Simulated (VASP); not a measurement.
BaMn2Bi2, 5 atoms in the cell. It takes space group I4/mmm (No. 139, tetragonal). Conventional cell: a = 4.493 Å, b = 4.493 Å, c = 14.556 Å, α = 90.00°, β = 90.00°, γ = 90.00°. Bi (site symmetry 4mm) has 4 Mn at 2.82 Å and 4 Ba at 3.72 Å and 1 Bi at 3.88 Å within 3.9 Å. Ba (site symmetry 4/mmm) has 8 Bi at 3.72 Å and 8 Mn at 4.28 Å and 4 Ba at 4.49 Å within 4.9 Å. Mn (site symmetry -4m2) has 4 Bi at 2.82 Å and 4 Mn at 3.18 Å within 3.7 Å. 

| Quantity | Value |
| --- | --- |
| Program | VASP 6.6.1 |
| Task | single point |
| Functional | PBE |
| Potentials or basis | VASP PAW PBE potentials, release 64 (Bi_d, Ba_sv, Mn_pv) |
| Cutoff | 520 eV |
| k mesh | 8 × 8 × 8 |
| Occupations | fermi-dirac, width 0.05 eV |
| Spin | collinear spin, antiferromagnetic start |
| Starting moments | [0.0, 0.0, 0.0, 4.0, -4.0] μB |
| Dipole correction | no |
| Further INCAR settings | ALGO = Normal; EDIFF = 1e-07; NBANDS = 45 |

Potentials or basis: VASP PAW PBE potentials, release 64 (Bi_d, Ba_sv, Mn_pv).

Command:

```console
$ cat potpaw_PBE.64/Bi_d/POTCAR potpaw_PBE.64/Ba_sv/POTCAR potpaw_PBE.64/Mn_pv/POTCAR > POTCAR
$ mpirun -np 4 vasp_std > vasp.out
```

Hardware: 4 MPI ranks on Intel(R) Xeon(R) Platinum 8488C (Sapphire Rapids) (shared host).

Task: How long does it take, and how much memory?

Result: Run time: 7.2 min on 4 MPI ranks on Intel(R) Xeon(R) Platinum 8488C (Sapphire Rapids), on a shared host, peak memory 1.1 GiB a rank. Counts: scf iterations 19, k points 59.
